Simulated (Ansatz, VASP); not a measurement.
**One calculation of Ge, two programs**

```
Ge
1.0
     0.00000    2.76605    2.86419
     2.76605    0.00000    2.86419
     2.76605    2.76605    0.00000
Ge
2
Direct
  0.00000 0.00000 0.00000
  0.25000 0.25000 0.25000
```

Alike in both runs: functional LDA; k mesh 12 × 12 × 12; occupations gaussian, width 0.05 eV; no spin polarisation.

Ansatz relaxed the structure, and its values are those at the end. VASP's run is a single point on that final structure, the one shown.

```csv
,VASP,Ansatz
version,VASP 6.6.1,Ansatz 0.2.0
potentials or method,"VASP PAW LDA potentials, release 64 (Ge_d)","scalar-relativistic, plane waves, PAW"
plane-wave cutoff (eV),520,420
valence electrons in the cell,28,28
```

```csv
,VASP,Ansatz,Ansatz less VASP
pressure (GPa),1.2,1.0,-0.22
```

LDA's correlation is that of Perdew and Zunger in VASP and of Perdew and Wang (1992) in Ansatz. Ansatz's warnings: stress scf threshold loose.
